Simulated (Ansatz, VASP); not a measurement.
## AgCl: VASP beside Ansatz

```xyz
2
Lattice="0.0000 2.7350 2.7350 2.7350 0.0000 2.7350 2.7350 2.7350 0.0000" Properties=species:S:1:pos:R:3 pbc="T T T"
Ag    0.0000    0.0000    0.0000
Cl    2.7350    2.7350    2.7350
```

Alike in both runs: task single point; functional revPBE; k mesh 6 × 6 × 6; no spin polarisation.

|  | VASP | Ansatz |
| --- | --- | --- |
| version | VASP 6.6.1 | Ansatz 0.2.0 |
| potentials or method | VASP PAW PBE potentials, release 64 (Ag, Cl), cutoff 520 eV | plane waves, PAW |
| occupations | gaussian, width 0.01 eV | fixed |
| valence electrons in the cell | 18 | 26 |

Ansatz gave:

| Property | Result |
| --- | --- |
| pressure (GPa) | 6.3 |

Q: What did VASP give for the same quantities?

A: Pressure (GPa): 6.1.

VASP's potentials were made for PBE, not for revPBE. VASP's potentials hold 18 valence electrons a cell and Ansatz's 26, so a difference there can come from the potentials and not from the codes.
